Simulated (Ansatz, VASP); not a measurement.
# AlN: VASP beside Ansatz

File INCAR:

```
SYSTEM = AlN
  PREC = Accurate
  ENCUT = 520
  EDIFF = 1E-6
  ISMEAR = -1
  SIGMA = 0.05
  LREAL = .False.
  LASPH = .True.
  NELM = 80
  ALGO = Normal
  ISIF = 2
  LWAVE = .False.
  LCHARG = .False.
  GGA = PS
  IVDW = 13
  NBANDS = 11
```

The input KPOINTS:

```
Automatic mesh
0
Gamma
  10 10 10
  0 0 0
```

Contents of POSCAR:

```
AlN
1.0
    0.0000000000      2.2127336128      2.2127336128
    2.2127336128      0.0000000000      2.2127336128
    2.2127336128      2.2127336128      0.0000000000
Al N
1 1
Direct
    0.0000000000      0.0000000000      0.0000000000
    0.2500000000      0.2500000000      0.2500000000
```

File input.yaml:

```yaml
crystal:
  lattice:
    - [0.0, 2.2127336128, 2.2127336128]
    - [2.2127336128, 0.0, 2.2127336128]
    - [2.2127336128, 2.2127336128, 0.0]
  atoms:
    - { symbol: Al, position: [0.0, 0.0, 0.0] }
    - { symbol: "N", position: [0.25, 0.25, 0.25] }
hamiltonian:
  xc: pbesol
  pseudopotentials: { kind: paw }
  dispersion: d4
kpoints:
  mp_grid: { grid: [10, 10, 10] }
scf:
  occupations: { method: fermi_dirac, width: 0.05 }
output:
  forces: true
  stress: true
  eigenvalues: true
  write_density: true
  write_potential: true
  elf: true
  volumetric_format: npy
```

Alike in both runs: task single point; functional PBEsol; dispersion D4; k mesh 10 × 10 × 10; occupations fermi-dirac, width 0.05 eV; no spin polarisation.

|  | VASP | Ansatz |
| --- | --- | --- |
| version | VASP 6.6.1 | Ansatz 0.2.0 |
| potentials or method | VASP PAW PBE potentials, release 64 (Al, N) | Ansatz PAW |
| plane-wave cutoff (eV) | 520 | 420 |
| valence electrons in the cell | 8 | 8 |

VASP gave:

| Quantity | Value |
| --- | --- |
| gap on the k mesh at the Fermi level (eV) | 3.17 |
| least direct gap on the mesh (eV) | 3.79 |
| pressure (GPa) | -8.6 |

Question: Estimate Ansatz's values.

Answer: gap on the k mesh at the Fermi level (eV): 3.18; least direct gap on the mesh (eV): 3.78; pressure (GPa): -8.5.

VASP's potentials were made for PBE, not for PBEsol.
